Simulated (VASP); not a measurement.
Write the native input for VASP 6.6.1 that does the following.

```yaml
Task: electric field gradients
Functional: PBE
Potentials_or_basis: VASP PAW PBE potentials, release 64 (Pb_d, Se)
Cutoff: 520 eV
k_mesh: 9 × 9 × 9
Occupations: fermi-dirac, width 0.01 eV
Spin: no spin polarisation
Dipole_correction: no
Further_INCAR_settings: ALGO = Normal; EDIFF = 1e-08; NBANDS = 17
```

The structure of PbSe lies in POSCAR:

```
PbSe
1.0
   -0.0918645000      3.0162177500      3.0162177500
    3.0162177500     -0.0918645000      3.0162177500
    3.0162177500      3.0162177500     -0.0918645000
Pb Se
1 1
Direct
    0.0000000000      0.0000000000      0.0000000000
    0.5000000000      0.5000000000      0.5000000000
```

This cell differs from its parent crystal: equal xy, yz and zx shear strains of -3 %.

The input as run:

INCAR

```
PREC = Accurate
ENCUT = 520
EDIFF = 1E-8
ISMEAR = -1
SIGMA = 0.01
LREAL = F
LASPH = T
NELM = 80
ALGO = Normal
ISIF = 2
LWAVE = F
LCHARG = F
GGA = PE
LEFG = T
NBANDS = 17
```

KPOINTS

```
regular mesh
0
Gamma
  9 9 9
```

Potentials or basis: VASP PAW PBE potentials, release 64 (Pb_d, Se).

The run is started by

```bash
$ cat potpaw_PBE.64/Pb_d/POTCAR potpaw_PBE.64/Se/POTCAR > POTCAR
$ mpirun -np 1 vasp_std > vasp.out
```

Results of the run:

```json
{
  "Pressure": "2.3 GPa",
  "Band gap on the k mesh": "0.42 eV, indirect (least direct gap 0.65 eV)"
}
```

Caveat: the cell differs from its parent crystal (equal xy, yz and zx shear strains of -3 %); without QUAD_EFG the Cq values of the log hold for a quadrupole moment of 1 mb, not for the nuclei; spin-orbit coupling is left out, which moves the levels of the heavy elements.

Run time: 52 s on 1 thread of Intel(R) Xeon(R) Platinum 8488C (Sapphire Rapids), with other jobs on the host, peak memory 0.23 GiB.
